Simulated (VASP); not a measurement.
SiC:

```
Si C
1.0
     3.09732    0.00000    0.00000
    -1.54866    2.68235    0.00000
     0.00000    0.00000    4.88385
Si C
2 2
Direct
  0.33333 0.66667 0.00460
  0.66667 0.33333 0.50460
  0.33333 0.66667 0.38040
  0.66667 0.33333 0.88040
```

| Property | Result |
| --- | --- |
| Program | VASP 6.6.1 |
| Task | relaxation of the atoms |
| Functional | LDA |
| Potentials or basis | VASP PAW LDA potentials, release 64 (Si, C) |
| Cutoff | 520 eV |
| k mesh | 12 × 12 × 6 |
| Occupations | gaussian, width 0.05 eV |
| Spin | no spin polarisation |

At the start: pressure 0.8 GPa; volume 10.14 Å³/atom.

**Question.** Where does the relaxation end?

**Answer.** Over 3 steps the energy falls by 3.0 meV/atom at a fixed cell; space group P6_3mc (No. 186, to 0.1 Å) before and after.

The path:
```csv
step,energy change (eV),largest force (eV/Å),pressure (GPa)
1,0.0000,0.5005,0.78
2,-0.0016,0.4321,0.17
3,-0.0120,0.0004,0.40
```

Final structure:
```xyz
4
Lattice="3.0973 0.0000 0.0000 -1.5487 2.6824 0.0000 0.0000 0.0000 4.8838" Properties=species:S:1:pos:R:3 pbc="T T T"
Si    0.0000    1.7882    0.0102
Si    1.5487    0.8941    2.4521
C     0.0000    1.7882    1.8701
C     1.5487    0.8941    4.3120
```
